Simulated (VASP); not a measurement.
# BiB (I-4m2) in VASP: single point with r2SCAN

Aim: the single point of BiB with r2SCAN.

Program: VASP 6.6.1. These are calculated values, not measurements. Logs are shortened: lines on timing, memory, paths and dates and some standing lists are left out, and cuts for length are marked.

**1. The cell of the first run**

Symmetry: I-4m2, No. 119, tetragonal system. Conventional cell: a = 3.882 Å, b = 3.882 Å, c = 5.435 Å, α = 90.00°, β = 90.00°, γ = 90.00°. B (site symmetry -4m2) has 4 Bi at 2.37 Å within 3.1 Å. Within 3.1 Å of Bi (site symmetry -4m2) lie 4 B at 2.37 Å.

**2. Single point, r2SCAN (uniaxial z strain -1.0%)**

Contents of POSCAR:

```
BiB
1.0
    0.0000000000      2.7448744696      2.7174257249
    2.7448744696      0.0000000000      2.7174257249
    2.7448744696      2.7448744696      0.0000000000
B Bi
1 1
Direct
    0.0000000000      0.0000000000      0.0000000000
    0.2500000000      0.2500000000      0.2500000000
```

Contents of INCAR.step1:

```
PREC = Accurate ; ENCUT = 520
ISMEAR = 0 ; SIGMA = 0.01
LREAL = False ; LASPH = True
NELM = 80 ; NBANDS = 16
GGA = PE ; ALGO = Normal
EDIFF = 1E-4 ; LWAVE = True
LCHARG = False
```

Contents of INCAR.step2:

```
PREC = Accurate ; ENCUT = 520
EDIFF = 1E-7 ; ISMEAR = 0
SIGMA = 0.01 ; LREAL = False
LASPH = True ; NELM = 80
ALGO = Normal ; ISIF = 2
LWAVE = False ; LCHARG = True
METAGGA = R2SCAN ; LMIXTAU = True
LELF = True ; LVHAR = True
NBANDS = 16 ; ISTART = 1
```

Contents of KPOINTS:

```
regular mesh
0
Gamma
  8 8 8
```

Potentials or basis: VASP PAW PBE potentials, release 64 (B, Bi_d).

Started as:

```console
cat potpaw_PBE.64/B/POTCAR potpaw_PBE.64/Bi_d/POTCAR > POTCAR
cp INCAR.step1 INCAR
mpirun -np 1 vasp_std > vasp.out
cp INCAR.step2 INCAR
mpirun -np 1 vasp_std > vasp.out
```

OUTCAR:

```text
PREC = Accurate
   ENCUT = 520
   EDIFF = 1E-7
   ISMEAR = 0
   LREAL = False
   LASPH = True
   NELM = 80
   ISIF = 2
   METAGGA = R2SCAN
   ISTART = 1

 ion  position               nearest neighbor table
   1  0.000  0.000  0.000-   2 2.37   2 2.37   2 2.37   2 2.37
   2  0.250  0.250  0.250-   1 2.37   1 2.37   1 2.37   1 2.37

  LATTYP: Found a body centered tetragonal cell.
 ALAT       =     3.8818387019
 C/A-ratio  =     1.4000714267

  Lattice vectors:

 A1 = (   0.0000000000,  -2.7448744696,  -2.7174257249)
 A2 = (   0.0000000000,   2.7448744696,  -2.7174257249)
 A3 = (   2.7448744696,   0.0000000000,   2.7174257249)

Analysis of symmetry for initial positions (statically):
=====================================================================
 Subroutine PRICEL returns:
 Original cell was already a primitive cell.

 Routine SETGRP: Setting up the symmetry group for a
 body centered tetragonal supercell.

 Subroutine GETGRP returns: Found  8 space group operations
 (whereof  8 operations were pure point group operations)
 out of a pool of 16 trial point group operations.

The static configuration has the point symmetry D_2d.

Analysis of symmetry for dynamics (positions and initial velocities):
=====================================================================
 Subroutine PRICEL returns:
 Original cell was already a primitive cell.

 Routine SETGRP: Setting up the symmetry group for a
 body centered tetragonal supercell.

 Subroutine GETGRP returns: Found  8 space group operations
 (whereof  8 operations were pure point group operations)
 out of a pool of 16 trial point group operations.

The dynamic configuration has the point symmetry D_2d.

 Subroutine INISYM returns: Found  8 space group operations
 (whereof  8 operations are pure point group operations),
 and found     1 'primitive' translations

----------------------------------------------------------------------------------------

                                     Primitive cell

  volume of cell :      40.9480

  direct lattice vectors                    reciprocal lattice vectors
     0.000000000  2.744874470  2.717425725    -0.182157693  0.182157693  0.183997669
     2.744874470  0.000000000  2.717425725     0.182157693 -0.182157693  0.183997669
     2.744874470  2.744874470  0.000000000     0.182157693  0.182157693 -0.183997669

  length of vectors
     3.862478275  3.862478275  3.881838702     0.316572254  0.316572254  0.316572254

  position of ions in fractional coordinates (direct lattice)
     0.000000000  0.000000000  0.000000000
     0.250000000  0.250000000  0.250000000

  ion indices of the primitive-cell ions
   primitive index   ion index
                 1           1
                 2           2

----------------------------------------------------------------------------------------

 KPOINTS: regular mesh

Automatic generation of k-mesh.
 Grid dimensions read from file:
 generate k-points for:    8    8    8

 Generating k-lattice:

  Cartesian coordinates                     Fractional coordinates (reciprocal lattice)
    -0.022769712  0.022769712  0.022999709     0.125000000  0.000000000  0.000000000
     0.022769712 -0.022769712  0.022999709     0.000000000  0.125000000  0.000000000
     0.022769712  0.022769712 -0.022999709     0.000000000  0.000000000  0.125000000

  Length of vectors
     0.039571532  0.039571532  0.039571532

  Shift w.r.t. Gamma in fractional coordinates (k-lattice)
     0.000000000  0.000000000  0.000000000

 Subroutine IBZKPT returns following result:
 ===========================================

 Found     59 irreducible k-points:

 Following reciprocal coordinates:
            Coordinates               Weight
  0.000000  0.000000  0.000000      1.000000
  0.125000  0.000000  0.000000      8.000000
  0.250000  0.000000  0.000000      8.000000
  0.375000 -0.000000  0.000000      8.000000
  0.500000  0.000000  0.000000      4.000000
  0.125000  0.125000  0.000000      2.000000
[... 16 lines left out ...]
  0.250000  0.000000  0.125000     16.000000
  0.375000 -0.000000  0.125000     16.000000
 [... further k-points ...]
   k-points           NKPTS =     59   k-points in BZ     NKDIM =     59   number of bands    NBANDS=     16
   number of dos      NEDOS =    301   number of ions     NIONS =      2
   total plane-waves  NPLWV =  27000
   dimension x,y,z NGX =    30 NGY =   30 NGZ =   30
   dimension x,y,z NGXF=    60 NGYF=   60 NGZF=   60
   ions per type =               1   1
   NGX,Y,Z   is equivalent  to a cutoff of  12.91, 12.91, 12.85 a.u.
   NGXF,Y,Z  is equivalent  to a cutoff of  25.82, 25.82, 25.70 a.u.
 SYSTEM =  unknown system
   PREC   = accura    normal or accurate (medium, high low for compatibility)
   ISTART =      1    job   : 0-new  1-cont  2-samecut
   ICHARG =      0    charge: 1-file 2-atom 10-const
   ISPIN  =      1    spin polarized calculation?
   LNONCOLLINEAR =      F non collinear calculations
   LSORBIT =      F    spin-orbit coupling
   LASPH  =      T    aspherical Exc in radial PAW
   ENCUT  =  520.0 eV  38.22 Ry    6.18 a.u.   7.18  7.18  7.22*2*pi/ulx,y,z
   NELM   =     80;   NELMIN=  2; NELMDL=  0     # of ELM steps
   EDIFF  = 0.1E-06   stopping-criterion for ELM
   LREAL  =      F    real-space projection
   EDIFFG = 0.1E-05   stopping-criterion for IOM
   NSW    =      0    number of steps for IOM
   IBRION =     -1    ionic relax: 0-MD 1-quasi-New 2-CG
   NFREE  =      0    steps in history (QN), initial steepest desc. (CG)
   ISIF   =      2    stress and relaxation
   ISYM   =      2    0-nonsym 1-usesym 2-fastsym
   POTIM  = 0.5000    time-step for ionic-motion
   TEBEG  =    0.0;   TEEND  =   0.0 temperature during run
   PSTRESS=    0.0 pullay stress
   NELECT =      18.0000    total number of electrons
   NUPDOWN=      -1.0000    fix difference up-down
   EMIN   =  10.00;   EMAX   =-10.00  energy-range for DOS
   EFERMI =   0.00;   METHOD = LEGACY
   ISMEAR =     0;   SIGMA  =   0.01  broadening in eV -4-tet -1-fermi 0-gaus
   EFERMI_NEDOS =   21; number of points for ismear=-14 and -15
   IALGO  =     38    algorithm
   IMIX   =      4    mixing-type and parameters
     AMIX     =   0.40;   BMIX     =  1.00
     AMIX_MAG =   1.60;   BMIX_MAG =  1.00
  volume/ion in A,a.u.               =      20.47       138.17
  Fermi-wavevector in a.u.,A,eV,Ry     =   1.244767  2.352269 21.081482  1.549445
  Thomas-Fermi vector in A             =   2.379019
   LORBIT       =      0    0 simple, 1 ext, 2 COOP (PROOUT), +10 PAW based schemes
   METAGGA = R2SCAN    functional components
   LHFCALC =     F    Hartree Fock is set to
   AEXX    =    0.0000 exact exchange contribution
   IVDW    =     0    specifies the selected vdW correction
   LEPSILON=     F    determine dielectric tensor
   LRPA    =     F    only Hartree local field effects (RPA)
 non-spin polarized calculation
 Gauss-broadening in eV      SIGMA  =   0.01
  energy-cutoff  :      520.00
  volume of cell :       40.95
 maximum number of plane-waves:      1121
 NGX is ok and might be reduce to    30
   NGX = 15   NGY = 15   NGZ = 15

 number of electron      17.9999995 magnetization

 Free energy of the ion-electron system (eV)
  ---------------------------------------------------
  ext. energy  EPLUGINS =         0.00000000
  ---------------------------------------------------
  free energy    TOTEN  =       -64.30640111 eV

  energy without entropy =      -64.30640111  energy(sigma->0) =      -64.30640111

 E-fermi :   7.3919     XC(G=0): -10.8034

 val. band max:        7.2716861202   @ k =   0.0000   0.0000   0.0000
 cond. band min:       7.6869199359   @ k =   0.0000   0.0000   0.0000
 fundamental gap:      0.4152338157
 Fermi energy:         7.3918664934

 k-point     1 :       0.0000    0.0000    0.0000
  band No.  band energies     occupation
      1     -16.6808      2.00000
      2     -16.6808      2.00000
      3     -16.6758      2.00000
      4     -16.5738      2.00000
      5     -16.5735      2.00000
      6      -7.6987      2.00000
[... 8 lines left out ...]
     15      18.3382      0.00000
     16      18.3382      0.00000

 k-point     2 :       0.1250    0.0000    0.0000
  band No.  band energies     occupation
      1     -16.6787      2.00000
      2     -16.6738      2.00000
      3     -16.6700      2.00000
      4     -16.5737      2.00000
      5     -16.5729      2.00000
      6      -7.4846      2.00000
[... 8 lines left out ...]
     15      17.3364      0.00000
     16      17.4505      0.00000

 k-point     3 :       0.2500    0.0000    0.0000
  band No.  band energies     occupation
      1     -16.6762      2.00000
      2     -16.6599      2.00000
      3     -16.6568      2.00000
      4     -16.5700      2.00000
      5     -16.5681      2.00000
      6      -6.8684      2.00000
[... 8 lines left out ...]
     15      17.0638      0.00000
     16      17.1223      0.00000

 k-point     4 :       0.3750   -0.0000    0.0000
  band No.  band energies     occupation
      1     -16.6747      2.00000
      2     -16.6518      2.00000
      3     -16.6489      2.00000
      4     -16.5605      2.00000
      5     -16.5574      2.00000
      6      -5.9956      2.00000
[... 8 lines left out ...]
     15      18.0361      0.00000
     16      18.0647      0.00000
[... 324 lines left out ...]
 k-point    22 :       0.1250    0.0000    0.1250
  band No.  band energies     occupation
      1     -16.6878      2.00000
      2     -16.6664      2.00000
      3     -16.6623      2.00000
      4     -16.5787      2.00000
      5     -16.5686      2.00000
      6      -7.4143      2.00000
[... 8 lines left out ...]
     15      15.8013      0.00000
     16      18.9765      0.00000

 k-point    23 :       0.2500    0.0000    0.1250
  band No.  band energies     occupation
      1     -16.6891      2.00000
      2     -16.6518      2.00000
      3     -16.6482      2.00000
      4     -16.5813      2.00000
      5     -16.5628      2.00000
      6      -6.9302      2.00000
[... 8 lines left out ...]
     15      17.0488      0.00000
     16      18.5037      0.00000

 k-point    24 :       0.3750   -0.0000    0.1250
  band No.  band energies     occupation
      1     -16.6827      2.00000
      2     -16.6442      2.00000
      3     -16.6388      2.00000
      4     -16.5747      2.00000
      5     -16.5550      2.00000
      6      -6.1214      2.00000
[... 8 lines left out ...]
     15      17.4943      0.00000
     16      18.9310      0.00000

 [... further k-points ...]

------------------------ aborting loop because EDIFF is reached ----------------------------------------

  FORCE on cell =-STRESS in cart. coord.  units (eV):
  Direction    XX          YY          ZZ          XY          YZ          ZX
  --------------------------------------------------------------------------------------
  -------------------------------------------------------------------------------------
  Total        0.1083383      0.1083383      0.3642962      0.0000000      0.0000000     -0.0000000
  in kB        4.2389642      4.2389642     14.2538612      0.0000000      0.0000000     -0.0000000
  external PRESSURE =       7.5772632 kB  Pullay stress =       0.0000000 kB

 VOLUME and BASIS-vectors are now :
 -----------------------------------------------------------------------------
  energy-cutoff  :      520.00
  volume of cell :       40.95
      direct lattice vectors                 reciprocal lattice vectors
     0.000000000  2.744874470  2.717425725    -0.182157693  0.182157693  0.183997669
     2.744874470  0.000000000  2.717425725     0.182157693 -0.182157693  0.183997669
     2.744874470  2.744874470  0.000000000     0.182157693  0.182157693 -0.183997669

 POSITION                                       TOTAL-FORCE (eV/Angst)
 -----------------------------------------------------------------------------------
      0.00000      0.00000      0.00000        -0.000000      0.000000      0.000000
      1.37244      1.37244      1.35871         0.000000     -0.000000     -0.000000
 -----------------------------------------------------------------------------------
    total drift:                                0.000000      0.000000      0.000000

  FREE ENERGIE OF THE ION-ELECTRON SYSTEM (eV)
  ---------------------------------------------------
  free  energy   TOTEN  =       -64.3064011141 eV

  energy  without entropy=      -64.3064011141  energy(sigma->0) =      -64.30640111
```

It took 7.5 min on 1 thread of Intel Xeon 8259CL, shared host; peak memory 0.19 GiB.

Results:

- Free energy: -64.3064 eV
- Pressure: 0.8 GPa
- Band gap on the k mesh: 0.42 eV

Levels at points of the mesh, in eV from the valence-band top:
| k point | band 5 | band 6 | band 7 | band 8 | band 9 | band 10 | band 11 | band 12 | band 13 | band 14 |
| --- | --- | --- | --- | --- | --- | --- | --- | --- | --- | --- |
| (0.00, 0.00, 0.00) | -23.85 | -14.97 | -0.09 | -0.09 | 0.00 | 0.42 | 2.85 | 2.91 | 2.91 | 6.74 |
| (0.50, 0.00, 0.00) | -23.82 | -12.73 | -8.26 | -1.84 | -1.75 | 0.51 | 4.33 | 4.40 | 6.45 | 9.01 |
| (0.50, 0.50, 0.00) | -23.81 | -11.65 | -8.43 | -3.83 | -3.83 | 0.88 | 1.01 | 9.07 | 9.30 | 9.30 |
| (0.50, 0.00, 0.50) | -23.81 | -11.71 | -8.49 | -3.76 | -3.74 | 0.98 | 1.11 | 8.97 | 9.22 | 9.35 |

Caveat: the cell differs from its parent crystal (uniaxial z strain -1.0%); the PAW data sets were made with another functional, which shifts forces and pressure a little; spin-orbit coupling is left out, which moves the levels of the heavy elements.
